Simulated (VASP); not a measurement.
A run of VASP 6.6.1 is set up as follows.

The input INCAR:

```
PREC = Accurate
ENCUT = 520
EDIFF = 1E-6
ISMEAR = 0
SIGMA = 0.1
LREAL = False
LASPH = True
NELM = 100
ALGO = Fast
ISIF = 2
LWAVE = False
LCHARG = True
GGA = PS
LELF = True
LVHAR = True
NBANDS = 14
```

KPOINTS

```
regular mesh
0
Gamma
  18 18 18
```

Contents of POSCAR:

```
Rh
1.0
    0.0000000000      1.8708979343      1.8708979343
    1.8708979343      0.0000000000      1.8708979343
    1.8708979343      1.8708979343      0.0000000000
Rh
1
Direct
    0.0000000000      0.0000000000      0.0000000000
```

Potentials or basis: VASP PAW PBE potentials, release 64 (Rh_pv).

Command:

```bash
$ cat potpaw_PBE.64/Rh_pv/POTCAR > POTCAR
$ mpirun -np 1 vasp_std > vasp.out
```

**Question.** Estimate the pressure.

**Answer.** 9.5 GPa.

Caveat: the PAW data sets were made with another functional, which shifts forces and pressure a little.
